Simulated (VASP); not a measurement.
# PbS (I4mm) in VASP: further runs

Runs on PbS. Level: LDA. Tasks: single point.

Everything below comes from runs of VASP 6.6.1. Logs are shortened: lines on timing, memory, paths and dates and some standing lists are left out, and cuts for length are marked.

### Step 1. The cell of the first run

The structure is tetragonal, space group I4mm (No. 107). The conventional cell has a = 4.193 Å, b = 4.193 Å, c = 5.930 Å, α = 90.00°, β = 90.00°, γ = 90.00°. Within 3.7 Å of Pb (site symmetry 4mm) lie 6 S at 2.84 to 3.09 Å. Within 3.7 Å of S (site symmetry 4mm) lie 6 Pb at 2.84 to 3.09 Å.

### Step 2. Single point, LDA (all S atoms moved +0.125 Å, as atom 2 along Cartesian [0 0 1])

INCAR reads:

```
SYSTEM = PbS
ALGO     = Normal         ! electronic algorithm
EDIFF    = 1E-6           ! SCF threshold, eV
ENCUT    = 520            ! plane-wave cutoff, eV
ISIF     = 2              ! what is computed and relaxed
ISMEAR   = 0              ! smearing method
LASPH    = .TRUE.         ! aspherical terms in the spheres
LCHARG   = .FALSE.        ! write CHGCAR
LREAL    = .FALSE.        ! projectors in reciprocal space
LWAVE    = .FALSE.        ! write WAVECAR
NBANDS   = 17             ! bands
NELM     = 60             ! most SCF steps
PREC     = Accurate       ! precision mode
SIGMA    = 0.03           ! smearing width, eV
```

KPOINTS reads:

```
k-points
0
G
  10 10 10
  0 0 0
```

POSCAR reads:

```
PbS
1.0
    0.0000000000      2.9650000000      2.9650000000
    2.9650000000      0.0000000000      2.9650000000
    2.9650000000      2.9650000000      0.0000000000
Pb S
1 1
Direct
    0.0000000000      0.0000000000      0.0000000000
    0.5210792580      0.5210792580      0.4789207420
```

Potentials or basis: VASP PAW LDA potentials, release 64 (Pb_d, S).

The run is started by

```console
> cat potpaw_LDA.64/Pb_d/POTCAR potpaw_LDA.64/S/POTCAR > POTCAR
> mpirun -np 1 vasp_std > vasp.out
```

OUTCAR:

```text
SYSTEM = PbS
   EDIFF = 1E-6
   ENCUT = 520
   ISIF = 2
   ISMEAR = 0
   LASPH = .TRUE.
   LREAL = .FALSE.
   NELM = 60
   PREC = Accurate

 ion  position               nearest neighbor table
   1  0.000  0.000  0.000-   2 2.84   2 2.97   2 2.97   2 2.97   2 2.97   2 3.09
   2  0.521  0.521  0.479-   1 2.84   1 2.97   1 2.97   1 2.97   1 2.97   1 3.09

  LATTYP: Found a face centered cubic cell.
 ALAT       =     5.9300000000

  Lattice vectors:

 A1 = (   0.0000000000,   2.9650000000,   2.9650000000)
 A2 = (   2.9650000000,   0.0000000000,   2.9650000000)
 A3 = (   2.9650000000,   2.9650000000,   0.0000000000)

Analysis of symmetry for initial positions (statically):
=====================================================================
 Subroutine PRICEL returns:
 Original cell was already a primitive cell.

 Routine SETGRP: Setting up the symmetry group for a
 face centered cubic supercell.

 Subroutine GETGRP returns: Found  8 space group operations
 (whereof  8 operations were pure point group operations)
 out of a pool of 48 trial point group operations.

The static configuration has the point symmetry C_4v.

Analysis of symmetry for dynamics (positions and initial velocities):
=====================================================================
 Subroutine PRICEL returns:
 Original cell was already a primitive cell.

 Routine SETGRP: Setting up the symmetry group for a
 face centered cubic supercell.

 Subroutine GETGRP returns: Found  8 space group operations
 (whereof  8 operations were pure point group operations)
 out of a pool of 48 trial point group operations.

The dynamic configuration has the point symmetry C_4v.

 Subroutine INISYM returns: Found  8 space group operations
 (whereof  8 operations are pure point group operations),
 and found     1 'primitive' translations

----------------------------------------------------------------------------------------

                                     Primitive cell

  volume of cell :      52.1320

  direct lattice vectors                    reciprocal lattice vectors
     0.000000000  2.965000000  2.965000000    -0.168634064  0.168634064  0.168634064
     2.965000000  0.000000000  2.965000000     0.168634064 -0.168634064  0.168634064
     2.965000000  2.965000000  0.000000000     0.168634064  0.168634064 -0.168634064

  length of vectors
     4.193143212  4.193143212  4.193143212     0.292082767  0.292082767  0.292082767

  position of ions in fractional coordinates (direct lattice)
     0.000000000  0.000000000  0.000000000
     0.521079258  0.521079258  0.478920742

  ion indices of the primitive-cell ions
   primitive index   ion index
                 1           1
                 2           2

----------------------------------------------------------------------------------------

 KPOINTS: k-points

Automatic generation of k-mesh.
 Grid dimensions read from file:
 generate k-points for:   10   10   10

 Generating k-lattice:

  Cartesian coordinates                     Fractional coordinates (reciprocal lattice)
    -0.016863406  0.016863406  0.016863406     0.100000000  0.000000000  0.000000000
     0.016863406 -0.016863406  0.016863406     0.000000000  0.100000000  0.000000000
     0.016863406  0.016863406 -0.016863406     0.000000000  0.000000000  0.100000000

  Length of vectors
     0.029208277  0.029208277  0.029208277

  Shift w.r.t. Gamma in fractional coordinates (k-lattice)
     0.000000000  0.000000000  0.000000000

 Subroutine IBZKPT returns following result:
 ===========================================

 Found    102 irreducible k-points:

 Following reciprocal coordinates:
            Coordinates               Weight
  0.000000  0.000000  0.000000      1.000000
  0.100000  0.000000  0.000000      8.000000
  0.200000  0.000000  0.000000      8.000000
  0.300000  0.000000  0.000000      8.000000
  0.400000  0.000000  0.000000      8.000000
  0.500000  0.000000  0.000000      4.000000
[... 16 lines left out ...]
 -0.100000  0.100000  0.000000      4.000000
  0.000000 -0.100000  0.100000      8.000000
 [... further k-points ...]
   k-points           NKPTS =    102   k-points in BZ     NKDIM =    102   number of bands    NBANDS=     17
   number of dos      NEDOS =    301   number of ions     NIONS =      2
   total plane-waves  NPLWV =  32768
   dimension x,y,z NGX =    32 NGY =   32 NGZ =   32
   dimension x,y,z NGXF=    64 NGYF=   64 NGZF=   64
   ions per type =               1   1
   NGX,Y,Z   is equivalent  to a cutoff of  12.69, 12.69, 12.69 a.u.
   NGXF,Y,Z  is equivalent  to a cutoff of  25.37, 25.37, 25.37 a.u.
 SYSTEM =  PbS
   PREC   = accura    normal or accurate (medium, high low for compatibility)
   ISTART =      0    job   : 0-new  1-cont  2-samecut
   ICHARG =      2    charge: 1-file 2-atom 10-const
   ISPIN  =      1    spin polarized calculation?
   LNONCOLLINEAR =      F non collinear calculations
   LSORBIT =      F    spin-orbit coupling
   LASPH  =      T    aspherical Exc in radial PAW
   ENCUT  =  520.0 eV  38.22 Ry    6.18 a.u.   7.80  7.80  7.80*2*pi/ulx,y,z
   NELM   =     60;   NELMIN=  2; NELMDL= -5     # of ELM steps
   EDIFF  = 0.1E-05   stopping-criterion for ELM
   LREAL  =      F    real-space projection
   EDIFFG = 0.1E-04   stopping-criterion for IOM
   NSW    =      0    number of steps for IOM
   IBRION =     -1    ionic relax: 0-MD 1-quasi-New 2-CG
   NFREE  =      0    steps in history (QN), initial steepest desc. (CG)
   ISIF   =      2    stress and relaxation
   ISYM   =      2    0-nonsym 1-usesym 2-fastsym
   POTIM  = 0.5000    time-step for ionic-motion
   TEBEG  =    0.0;   TEEND  =   0.0 temperature during run
   PSTRESS=    0.0 pullay stress
   NELECT =      20.0000    total number of electrons
   NUPDOWN=      -1.0000    fix difference up-down
   EMIN   =  10.00;   EMAX   =-10.00  energy-range for DOS
   EFERMI =   0.00;   METHOD = LEGACY
   ISMEAR =     0;   SIGMA  =   0.03  broadening in eV -4-tet -1-fermi 0-gaus
   EFERMI_NEDOS =   21; number of points for ismear=-14 and -15
   IALGO  =     38    algorithm
   IMIX   =      4    mixing-type and parameters
     AMIX     =   0.40;   BMIX     =  1.00
     AMIX_MAG =   1.60;   BMIX_MAG =  1.00
  volume/ion in A,a.u.               =      26.07       175.90
  Fermi-wavevector in a.u.,A,eV,Ry     =   1.189552  2.247928 19.252709  1.415034
  Thomas-Fermi vector in A             =   2.325657
   LORBIT       =      0    0 simple, 1 ext, 2 COOP (PROOUT), +10 PAW based schemes
   GGA     = CA    functional components
   LHFCALC =     F    Hartree Fock is set to
   AEXX    =    0.0000 exact exchange contribution
   IVDW    =     0    specifies the selected vdW correction
   LEPSILON=     F    determine dielectric tensor
   LRPA    =     F    only Hartree local field effects (RPA)
 non-spin polarized calculation
 Gauss-broadening in eV      SIGMA  =   0.03
  energy-cutoff  :      520.00
  volume of cell :       52.13
 maximum number of plane-waves:      1422
   NGX = 15   NGY = 15   NGZ = 15

 number of electron      19.9999999 magnetization

 Free energy of the ion-electron system (eV)
  ---------------------------------------------------
  ext. energy  EPLUGINS =         0.00000000
  ---------------------------------------------------
  free energy    TOTEN  =        -9.97997750 eV

  energy without entropy =       -9.97997750  energy(sigma->0) =       -9.97997750

 E-fermi :   5.6283     XC(G=0): -10.0296

 val. band max:        5.5044939995   @ k =   0.5000   0.0000   0.0000
 cond. band min:       5.9285941567   @ k =   0.5000   0.0000   0.0000
 fundamental gap:      0.4241001572
 Fermi energy:         5.6283177090

 k-point     1 :       0.0000    0.0000    0.0000
  band No.  band energies     occupation
      1     -11.1651      2.00000
      2     -11.1620      2.00000
      3     -11.1620      2.00000
      4     -11.1561      2.00000
      5     -11.1558      2.00000
      6      -7.9909      2.00000
[... 9 lines left out ...]
     16      12.3723      0.00000
     17      14.0424      0.00000

 k-point     2 :       0.1000    0.0000    0.0000
  band No.  band energies     occupation
      1     -11.1640      2.00000
      2     -11.1615      2.00000
      3     -11.1612      2.00000
      4     -11.1558      2.00000
      5     -11.1550      2.00000
      6      -7.9029      2.00000
[... 9 lines left out ...]
     16      12.5607      0.00000
     17      14.9049      0.00000

 k-point     3 :       0.2000    0.0000    0.0000
  band No.  band energies     occupation
      1     -11.1697      2.00000
      2     -11.1679      2.00000
      3     -11.1615      2.00000
      4     -11.1458      2.00000
      5     -11.1441      2.00000
      6      -7.6501      2.00000
[... 9 lines left out ...]
     16      13.0956      0.00000
     17      16.4855      0.00000

 k-point     4 :       0.3000    0.0000    0.0000
  band No.  band energies     occupation
      1     -11.1795      2.00000
      2     -11.1773      2.00000
      3     -11.1607      2.00000
      4     -11.1315      2.00000
      5     -11.1296      2.00000
      6      -7.2747      2.00000
[... 9 lines left out ...]
     16      13.9364      0.00000
     17      17.8189      0.00000
[... 343 lines left out ...]
      1     -11.1754      2.00000
      2     -11.1701      2.00000
      3     -11.1614      2.00000
      4     -11.1460      2.00000
      5     -11.1335      2.00000
      6      -7.4607      2.00000
[... 9 lines left out ...]
     16      14.2275      0.00000
     17      15.8707      0.00000

 k-point    23 :      -0.1000    0.1000    0.0000
  band No.  band energies     occupation
      1     -11.1661      2.00000
      2     -11.1637      2.00000
      3     -11.1607      2.00000
      4     -11.1551      2.00000
      5     -11.1478      2.00000
      6      -7.7592      2.00000
[... 9 lines left out ...]
     16      13.3132      0.00000
     17      14.9825      0.00000

 k-point    24 :       0.0000   -0.1000    0.1000
  band No.  band energies     occupation
      1     -11.1656      2.00000
      2     -11.1636      2.00000
      3     -11.1622      2.00000
      4     -11.1565      2.00000
      5     -11.1454      2.00000
      6      -7.7587      2.00000
[... 9 lines left out ...]
     16      13.2951      0.00000
     17      14.9696      0.00000

 [... further k-points ...]
[... 5 lines left out ...]
  --------------------------------------------------------------------------------------
  -------------------------------------------------------------------------------------
  Total       -0.8058782     -0.8058782     -0.6078809      0.0000000     -0.0000000      0.0000000
  in kB      -24.7671427    -24.7671427    -18.6820712      0.0000000     -0.0000000      0.0000000
  external PRESSURE =     -22.7387855 kB  Pullay stress =       0.0000000 kB

 VOLUME and BASIS-vectors are now :
 -----------------------------------------------------------------------------
  energy-cutoff  :      520.00
  volume of cell :       52.13
      direct lattice vectors                 reciprocal lattice vectors
     0.000000000  2.965000000  2.965000000    -0.168634064  0.168634064  0.168634064
     2.965000000  0.000000000  2.965000000     0.168634064 -0.168634064  0.168634064
     2.965000000  2.965000000  0.000000000     0.168634064  0.168634064 -0.168634064

 POSITION                                       TOTAL-FORCE (eV/Angst)
 -----------------------------------------------------------------------------------
      0.00000      0.00000      0.00000         0.000000      0.000000      0.049940
      2.96500      2.96500      3.09000         0.000000      0.000000     -0.049940
 -----------------------------------------------------------------------------------
    total drift:                                0.000000      0.000000      0.001111

  FREE ENERGIE OF THE ION-ELECTRON SYSTEM (eV)
  ---------------------------------------------------
  free  energy   TOTEN  =        -9.9799774977 eV

  energy  without entropy=       -9.9799774977  energy(sigma->0) =       -9.97997750
```

Wall time 46 s (1 thread of Intel Xeon 6975P-C (Granite Rapids), shared host); peak memory 0.21 GiB.

What came out:

```
Free energy            : -9.9800 eV
Pressure               : -2.3 GPa
Largest force          : 0.050 eV/Å
Band gap on the k mesh : 0.42 eV, direct
```

Forces on the atoms (eV/Å):
```
Pb   0.000  0.000  0.050
S    0.000  0.000 -0.050
```

Stress tensor (GPa, compression positive):
```
-2.48  0.00  0.00
 0.00 -2.48  0.00
 0.00  0.00 -1.87
```

Caveat: the cell differs from its parent crystal (all S atoms moved +0.125 Å, as atom 2 along Cartesian [0 0 1]); spin-orbit coupling is left out, which moves the levels of the heavy elements. A k mesh can miss the band edges.

### Step 3. Single point, LDA (all S atoms moved +0.062 Å, as atom 2 along Cartesian [0 0 1])

INCAR reads:

```
  PREC = Accurate
  ENCUT = 520
  EDIFF = 1E-6
  ISMEAR = 0
  SIGMA = 0.03
  LREAL = False
  LASPH = True
  NELM = 80
  ALGO = Normal
  ISIF = 2
  LWAVE = False
  LCHARG = True
  GGA = CA
  LELF = True
  LVHAR = True
  NBANDS = 17
```

KPOINTS reads:

```
Automatic mesh
0
Gamma
  10 10 10
```

POSCAR, as its differences from that of step 2:

```diff
@@ -9,2 +9,2 @@
     0.0000000000      0.0000000000      0.0000000000
-    0.5210792580      0.5210792580      0.4789207420
+    0.5105396290      0.5105396290      0.4894603710
```

Potentials or basis: VASP PAW LDA potentials, release 64 (Pb_d, S).

The run is started by

```console
> cat potpaw_LDA.64/Pb_d/POTCAR potpaw_LDA.64/S/POTCAR > POTCAR
> mpirun -np 1 vasp_std > vasp.out
```

Run time: 45 s. Hardware: 1 thread of Intel Xeon 6975P-C (Granite Rapids), shared host; peak memory 0.21 GiB.

The run converged. Its results:

- Free energy: -9.9818 eV
- Pressure: -2.4 GPa
- Largest force: 0.013 eV/Å
- Band gap on the k mesh: 0.28 eV, direct

Forces in eV/Å, atoms in the order of the input:
```
Pb   0.000  0.000  0.013
S    0.000  0.000 -0.013
```

Stress tensor (GPa, compression positive):
```
-2.50  0.00  0.00
 0.00 -2.50  0.00
 0.00  0.00 -2.35
```

Levels at points of the mesh, in eV from the valence-band top:
| k point | band 7 | band 8 | band 9 | band 10 | band 11 | band 12 | band 13 | band 14 |
| --- | --- | --- | --- | --- | --- | --- | --- | --- |
| (0.00, 0.00, 0.00) | -6.05 | -2.14 | -2.13 | -2.13 | 5.07 | 5.07 | 5.11 | 6.67 |
| (0.50, 0.00, 0.00) | -8.90 | -1.74 | -1.73 | 0.00 | 0.28 | 1.87 | 1.88 | 8.50 |
| (0.50, 0.50, 0.00) | -7.28 | -5.20 | -3.44 | -3.44 | 3.75 | 5.50 | 5.60 | 5.60 |
| (0.00, 0.50, 0.50) | -7.25 | -5.23 | -3.44 | -3.43 | 3.72 | 5.50 | 5.61 | 5.63 |

Caveat: the cell differs from its parent crystal (all S atoms moved +0.062 Å, as atom 2 along Cartesian [0 0 1]); spin-orbit coupling is left out, which moves the levels of the heavy elements. A k mesh can miss the band edges.
